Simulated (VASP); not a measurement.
# Nb2SiO2 (P-3m1) in VASP: further runs

The runs below take Nb2SiO2 through single point, with PBE.

All numbers are computed with VASP 6.6.1; they aren't measurements. Logs are shortened: lines on timing, memory, paths and dates and some standing lists are left out, and cuts for length are marked.

### Step 1. The cell of the first run

Symmetry: P-3m1, No. 164, trigonal system. The conventional cell has a = 3.484 Å, b = 3.484 Å, c = 6.289 Å, α = 90.00°, β = 90.00°, γ = 120.00°. Nb (site symmetry 3m) has 4 O at 2.15 to 2.18 Å and 3 Si at 2.61 Å within 2.8 Å. Si (site symmetry -3m) has 6 Nb at 2.61 Å and 6 O at 3.16 Å and 6 Si at 3.48 Å within 3.5 Å. Within 2.8 Å of O (site symmetry 3m) lie 4 Nb at 2.15 to 2.18 Å and 3 O at 2.46 Å.

The cell was built from a structure type or drawn by symmetry, and may not be a known phase.

### Step 2. Single point, PBE

Contents of INCAR:

```
SYSTEM = Nb2SiO2
PREC = Accurate ; ENCUT = 600
EDIFF = 1E-6 ; ISMEAR = 0
SIGMA = 0.15 ; LREAL = .False.
LASPH = .True. ; NELM = 120
ALGO = Normal ; ISIF = 2
LWAVE = .False. ; LCHARG = .True.
GGA = PE ; LELF = .True.
LVHAR = .True. ; NBANDS = 29
GGA_COMPAT = .False.
```

Contents of KPOINTS:

```
regular mesh
0
Gamma
  4 4 2
  0 0 0
```

Contents of POSCAR:

```
Nb2SiO2
1.0
    3.4837849536      0.0000000000      0.0000000000
   -1.7418924768      3.0170462712      0.0000000000
    0.0000000000      0.0000000000      6.2890339856
Nb Si O
2 1 2
Direct
    0.6666666667      0.3333333333      0.7343806102
    0.3333333333      0.6666666667      0.2656193898
    0.0000000000      0.0000000000      0.0000000000
    0.3333333333      0.6666666667      0.6130017147
    0.6666666667      0.3333333333      0.3869982853
```

Potentials or basis: VASP PAW PBE potentials, release 64 (Nb_sv, Si, O).

Command:

```console
$ cat potpaw_PBE.64/Nb_sv/POTCAR potpaw_PBE.64/Si/POTCAR potpaw_PBE.64/O/POTCAR > POTCAR
$ mpirun -np 1 vasp_std > vasp.out
```

OUTCAR:

```text
SYSTEM = Nb2SiO2
   PREC = Accurate
   ENCUT = 600
   EDIFF = 1E-6
   ISMEAR = 0
   LREAL = .False.
   LASPH = .True.
   NELM = 120
   ISIF = 2
   GGA = PE

 ion  position               nearest neighbor table
   1  0.667  0.333  0.734-   4 2.15   4 2.15   4 2.15   5 2.18   3 2.61   3 2.61   3 2.61
   2  0.333  0.667  0.266-   5 2.15   5 2.15   5 2.15   4 2.18   3 2.61   3 2.61   3 2.61
   3  0.000  0.000  0.000-   1 2.61   2 2.61   1 2.61   2 2.61   1 2.61   2 2.61
   4  0.333  0.667  0.613-   1 2.15   1 2.15   1 2.15   2 2.18
   5  0.667  0.333  0.387-   2 2.15   2 2.15   2 2.15   1 2.18

  LATTYP: Found a hexagonal cell.
 ALAT       =     3.4837849536
 C/A-ratio  =     1.8052302508

  Lattice vectors:

 A1 = (   3.4837849536,   0.0000000000,   0.0000000000)
 A2 = (  -1.7418924768,   3.0170462712,   0.0000000000)
 A3 = (   0.0000000000,   0.0000000000,   6.2890339856)

Analysis of symmetry for initial positions (statically):
=====================================================================
 Subroutine PRICEL returns:
 Original cell was already a primitive cell.

 Routine SETGRP: Setting up the symmetry group for a
 hexagonal supercell.

 Subroutine GETGRP returns: Found 12 space group operations
 (whereof 12 operations were pure point group operations)
 out of a pool of 24 trial point group operations.

The static configuration has the point symmetry D_3d.

Analysis of symmetry for dynamics (positions and initial velocities):
=====================================================================
 Subroutine PRICEL returns:
 Original cell was already a primitive cell.

 Routine SETGRP: Setting up the symmetry group for a
 hexagonal supercell.

 Subroutine GETGRP returns: Found 12 space group operations
 (whereof 12 operations were pure point group operations)
 out of a pool of 24 trial point group operations.

The dynamic configuration has the point symmetry D_3d.

 Subroutine INISYM returns: Found 12 space group operations
 (whereof 12 operations are pure point group operations),
 and found     1 'primitive' translations

----------------------------------------------------------------------------------------

                                     Primitive cell

  volume of cell :      66.1024

  direct lattice vectors                    reciprocal lattice vectors
     3.483784954  0.000000000  0.000000000     0.287044124  0.165725002  0.000000000
    -1.741892477  3.017046271  0.000000000     0.000000000  0.331450004  0.000000000
     0.000000000  0.000000000  6.289033986     0.000000000  0.000000000  0.159006932

  length of vectors
     3.483784954  3.483784954  6.289033986     0.331450004  0.331450004  0.159006932

  position of ions in fractional coordinates (direct lattice)
     0.666666667  0.333333333  0.734380610
     0.333333333  0.666666667  0.265619390
     0.000000000  0.000000000  0.000000000
     0.333333333  0.666666667  0.613001715
     0.666666667  0.333333333  0.386998285

  ion indices of the primitive-cell ions
   primitive index   ion index
                 1           1
                 2           2
                 3           3
                 4           4
                 5           5

----------------------------------------------------------------------------------------

 KPOINTS: regular mesh

Automatic generation of k-mesh.
 Grid dimensions read from file:
 generate k-points for:    4    4    2

 Generating k-lattice:

  Cartesian coordinates                     Fractional coordinates (reciprocal lattice)
     0.071761031  0.041431251  0.000000000     0.250000000 -0.000000000  0.000000000
     0.000000000  0.082862501  0.000000000     0.000000000  0.250000000  0.000000000
     0.000000000  0.000000000  0.079503466     0.000000000  0.000000000  0.500000000

  Length of vectors
     0.082862501  0.082862501  0.079503466

  Shift w.r.t. Gamma in fractional coordinates (k-lattice)
     0.000000000  0.000000000  0.000000000

 Subroutine IBZKPT returns following result:
 ===========================================

 Found      8 irreducible k-points:

 Following reciprocal coordinates:
            Coordinates               Weight
  0.000000  0.000000  0.000000      1.000000
  0.250000  0.000000  0.000000      6.000000
  0.500000  0.000000  0.000000      3.000000
  0.250000  0.250000  0.000000      6.000000
  0.000000  0.000000  0.500000      1.000000
  0.250000  0.000000  0.500000      6.000000
  0.500000  0.000000  0.500000      3.000000
  0.250000  0.250000  0.500000      6.000000
   k-points           NKPTS =      8   k-points in BZ     NKDIM =      8   number of bands    NBANDS=     29
   number of dos      NEDOS =    301   number of ions     NIONS =      5
   total plane-waves  NPLWV =  39200
   dimension x,y,z NGX =    28 NGY =   28 NGZ =   50
   dimension x,y,z NGXF=    56 NGYF=   56 NGZF=  100
   ions per type =               2   1   2
   NGX,Y,Z   is equivalent  to a cutoff of  13.36, 13.36, 13.22 a.u.
   NGXF,Y,Z  is equivalent  to a cutoff of  26.72, 26.72, 26.43 a.u.
 SYSTEM =  Nb2SiO2
   PREC   = accura    normal or accurate (medium, high low for compatibility)
   ISTART =      0    job   : 0-new  1-cont  2-samecut
   ICHARG =      2    charge: 1-file 2-atom 10-const
   ISPIN  =      1    spin polarized calculation?
   LNONCOLLINEAR =      F non collinear calculations
   LSORBIT =      F    spin-orbit coupling
   LASPH  =      T    aspherical Exc in radial PAW
   ENCUT  =  600.0 eV  44.10 Ry    6.64 a.u.   6.96  6.96 12.56*2*pi/ulx,y,z
   NELM   =    120;   NELMIN=  2; NELMDL= -5     # of ELM steps
   EDIFF  = 0.1E-05   stopping-criterion for ELM
   LREAL  =      F    real-space projection
   EDIFFG = 0.1E-04   stopping-criterion for IOM
   NSW    =      0    number of steps for IOM
   IBRION =     -1    ionic relax: 0-MD 1-quasi-New 2-CG
   NFREE  =      0    steps in history (QN), initial steepest desc. (CG)
   ISIF   =      2    stress and relaxation
   ISYM   =      2    0-nonsym 1-usesym 2-fastsym
   POTIM  = 0.5000    time-step for ionic-motion
   TEBEG  =    0.0;   TEEND  =   0.0 temperature during run
   PSTRESS=    0.0 pullay stress
   NELECT =      42.0000    total number of electrons
   NUPDOWN=      -1.0000    fix difference up-down
   EMIN   =  10.00;   EMAX   =-10.00  energy-range for DOS
   EFERMI =   0.00;   METHOD = LEGACY
   ISMEAR =     0;   SIGMA  =   0.15  broadening in eV -4-tet -1-fermi 0-gaus
   EFERMI_NEDOS =   21; number of points for ismear=-14 and -15
   IALGO  =     38    algorithm
   IMIX   =      4    mixing-type and parameters
     AMIX     =   0.40;   BMIX     =  1.00
     AMIX_MAG =   1.60;   BMIX_MAG =  1.00
  volume/ion in A,a.u.               =      13.22        89.22
  Fermi-wavevector in a.u.,A,eV,Ry     =   1.407404  2.659608 26.950238  1.980787
  Thomas-Fermi vector in A             =   2.529667
   LORBIT       =      0    0 simple, 1 ext, 2 COOP (PROOUT), +10 PAW based schemes
   GGA     = PE    functional components
   LHFCALC =     F    Hartree Fock is set to
   AEXX    =    0.0000 exact exchange contribution
   IVDW    =     0    specifies the selected vdW correction
   LEPSILON=     F    determine dielectric tensor
   LRPA    =     F    only Hartree local field effects (RPA)
 non-spin polarized calculation
 Gauss-broadening in eV      SIGMA  =   0.15
  energy-cutoff  :      600.00
  volume of cell :       66.10
 maximum number of plane-waves:      2221
 NGX is ok and might be reduce to    28
   NGX = 13   NGY = 13   NGZ = 25

 number of electron      41.9999999 magnetization

 Free energy of the ion-electron system (eV)
  ---------------------------------------------------
  ext. energy  EPLUGINS =         0.00000000
  ---------------------------------------------------
  free energy    TOTEN  =       -42.31085411 eV

  energy without entropy =      -42.28438917  energy(sigma->0) =      -42.29762164

 E-fermi :  10.1127     XC(G=0): -11.8628

 val. band max:       10.0200752412   @ k =   0.0000   0.0000   0.0000
 cond. band min:      10.1472299249   @ k =   0.0000   0.0000   0.5000
 fundamental gap:      0.1271546837
 Fermi energy:        10.1126948028

 k-point     1 :       0.0000    0.0000    0.0000
  band No.  band energies     occupation
      1     -46.0655      2.00000
      2     -46.0483      2.00000
      3     -22.3300      2.00000
      4     -22.0484      2.00000
      5     -22.0143      2.00000
      6     -22.0143      2.00000
[... 21 lines left out ...]
     28      12.5260      0.00000
     29      15.6894      0.00000

 k-point     2 :       0.2500    0.0000    0.0000
  band No.  band energies     occupation
      1     -46.0524      2.00000
      2     -46.0396      2.00000
      3     -22.2945      2.00000
      4     -22.1743      2.00000
      5     -22.1214      2.00000
      6     -22.0550      2.00000
[... 21 lines left out ...]
     28      12.9957      0.00000
     29      15.2615      0.00000

 k-point     3 :       0.5000    0.0000    0.0000
  band No.  band energies     occupation
      1     -46.0378      2.00000
      2     -46.0323      2.00000
      3     -22.3359      2.00000
      4     -22.3334      2.00000
      5     -22.1470      2.00000
      6     -22.0836      2.00000
[... 21 lines left out ...]
     28      13.5065      0.00000
     29      15.8334      0.00000

 k-point     4 :       0.2500    0.2500    0.0000
  band No.  band energies     occupation
      1     -46.0379      2.00000
      2     -46.0322      2.00000
      3     -22.3008      2.00000
      4     -22.2730      2.00000
      5     -22.1628      2.00000
      6     -22.1166      2.00000
[... 21 lines left out ...]
     28      13.5685      0.00000
     29      14.9441      0.00000

 k-point     5 :       0.0000    0.0000    0.5000
  band No.  band energies     occupation
      1     -46.0624      2.00000
      2     -46.0514      2.00000
      3     -22.2773      2.00000
      4     -22.1044      2.00000
      5     -22.0099      2.00000
      6     -22.0099      2.00000
[... 21 lines left out ...]
     28      13.0347      0.00000
     29      15.9877      0.00000

 k-point     6 :       0.2500    0.0000    0.5000
  band No.  band energies     occupation
      1     -46.0501      2.00000
      2     -46.0419      2.00000
      3     -22.2803      2.00000
      4     -22.1838      2.00000
      5     -22.1002      2.00000
      6     -22.0821      2.00000
[... 21 lines left out ...]
     28      12.7933      0.00000
     29      14.6542      0.00000

 k-point     7 :       0.5000    0.0000    0.5000
  band No.  band energies     occupation
      1     -46.0369      2.00000
      2     -46.0332      2.00000
      3     -22.3556      2.00000
      4     -22.3389      2.00000
      5     -22.1168      2.00000
      6     -22.0866      2.00000
[... 21 lines left out ...]
     28      13.4540      0.00000
     29      15.9335      0.00000

 k-point     8 :       0.2500    0.2500    0.5000
  band No.  band energies     occupation
      1     -46.0369      2.00000
      2     -46.0332      2.00000
      3     -22.3155      2.00000
      4     -22.2872      2.00000
      5     -22.1445      2.00000
      6     -22.1130      2.00000
[... 21 lines left out ...]
     28      13.6389      0.00000
     29      14.4079      0.00000

------------------------ aborting loop because EDIFF is reached ----------------------------------------

  FORCE on cell =-STRESS in cart. coord.  units (eV):
  Direction    XX          YY          ZZ          XY          YZ          ZX
  --------------------------------------------------------------------------------------
  -------------------------------------------------------------------------------------
  Total       -0.0914602     -0.0914602      0.0733354     -0.0000000     -0.0000000      0.0000000
  in kB       -2.2167936     -2.2167936      1.7774881     -0.0000000     -0.0000000      0.0000000
  external PRESSURE =      -0.8853664 kB  Pullay stress =       0.0000000 kB

 VOLUME and BASIS-vectors are now :
 -----------------------------------------------------------------------------
  energy-cutoff  :      600.00
  volume of cell :       66.10
      direct lattice vectors                 reciprocal lattice vectors
     3.483784954  0.000000000  0.000000000     0.287044124  0.165725002  0.000000000
    -1.741892477  3.017046271  0.000000000     0.000000000  0.331450004  0.000000000
     0.000000000  0.000000000  6.289033986     0.000000000  0.000000000  0.159006932

 POSITION                                       TOTAL-FORCE (eV/Angst)
 -----------------------------------------------------------------------------------
      1.74189      1.00568      4.61854         0.000000      0.000000     -0.023849
     -0.00000      2.01136      1.67049        -0.000000     -0.000000      0.023849
      0.00000      0.00000      0.00000         0.000000      0.000000      0.000000
     -0.00000      2.01136      3.85519        -0.000000      0.000000      0.060529
      1.74189      1.00568      2.43385        -0.000000     -0.000000     -0.060529
 -----------------------------------------------------------------------------------
    total drift:                                0.000000     -0.000000     -0.000000

  FREE ENERGIE OF THE ION-ELECTRON SYSTEM (eV)
  ---------------------------------------------------
  free  energy   TOTEN  =       -42.3108541065 eV

  energy  without entropy=      -42.2843891735  energy(sigma->0) =      -42.29762164
```

Run time: 13 s. Hardware: 1 thread of Intel Xeon 6975P-C (Granite Rapids), shared host; peak memory 0.19 GiB.

What came out:

```yaml
Free_energy: -42.3109 eV
Pressure: -0.1 GPa
Largest_force: 0.061 eV/Å
Band_gap_on_the_k_mesh: zero (filled and empty bands touch)
```

Forces on the atoms (eV/Å):
```
Nb   0.000  0.000 -0.024
Nb   0.000  0.000  0.024
Si   0.000  0.000  0.000
O    0.000  0.000  0.061
O    0.000  0.000 -0.061
```

Caveat: the k points lie up to 0.52 Å⁻¹ apart.

### Step 3. Single point, PBE

Contents of INCAR:

```
PREC = Accurate ; ENCUT = 600
EDIFF = 1E-6 ; ISMEAR = 0
SIGMA = 0.15 ; LREAL = F
LASPH = T ; NELM = 120
ALGO = Normal ; ISIF = 2
LWAVE = F ; LCHARG = T
GGA = PE ; LELF = T
LVHAR = T ; NBANDS = 29
GGA_COMPAT = F
```

Contents of KPOINTS:

```
Automatic mesh
0
Gamma
  4 4 2
```

Contents of POSCAR:

```
Nb2SiO2
1.0
    3.4668857980      0.0000000000      0.0000000000
   -1.7334428990      3.0024111731      0.0000000000
    0.0000000000      0.0000000000      6.3465042820
Nb Si O
2 1 2
Direct
    0.3333333333      0.6666666667      0.2658784068
    0.6666666667      0.3333333333      0.7341215932
    0.0000000000      0.0000000000      0.0000000000
    0.6666666667      0.3333333333      0.3862755251
    0.3333333333      0.6666666667      0.6137244749
```

Potentials or basis: VASP PAW PBE potentials, release 64 (Nb_sv, Si, O).

Command:

```console
$ cat potpaw_PBE.64/Nb_sv/POTCAR potpaw_PBE.64/Si/POTCAR potpaw_PBE.64/O/POTCAR > POTCAR
$ mpirun -np 1 vasp_std > vasp.out
```

Run time: 12 s. Hardware: 1 thread of Intel Xeon 6975P-C (Granite Rapids), shared host; peak memory 0.19 GiB.

The run converged. Its results:

| Quantity | Value |
| --- | --- |
| Free energy | -42.3100 eV |
| Pressure | 0.1 GPa |
| Largest force | 0.033 eV/Å |
| Band gap on the k mesh | zero (filled and empty bands touch) |

Forces on the atoms (eV/Å):
```
Nb   0.000  0.000  0.033
Nb   0.000  0.000 -0.033
Si   0.000  0.000  0.000
O    0.000  0.000 -0.001
O    0.000  0.000  0.001
```

Stress tensor (GPa, compression positive):
```
 0.41  0.00  0.00
 0.00  0.41  0.00
 0.00  0.00 -0.54
```

Levels at points of the mesh, in eV from the Fermi level:
| k point | band 19 | band 20 | band 21 | band 22 | band 23 | band 24 |
| --- | --- | --- | --- | --- | --- | --- |
| (0.00, 0.00, 0.00) | -0.56 | -0.56 | -0.04 | -0.04 | 0.30 | 1.22 |
| (0.50, 0.00, 0.00) | -2.38 | -1.38 | -0.93 | 0.78 | 1.15 | 1.31 |
| (0.00, 0.00, 0.50) | -0.46 | -0.24 | -0.24 | 0.04 | 0.04 | 0.74 |
| (0.50, 0.00, 0.50) | -2.69 | -1.65 | -0.19 | 0.53 | 0.98 | 1.64 |

Caveat: the k points lie up to 0.52 Å⁻¹ apart.
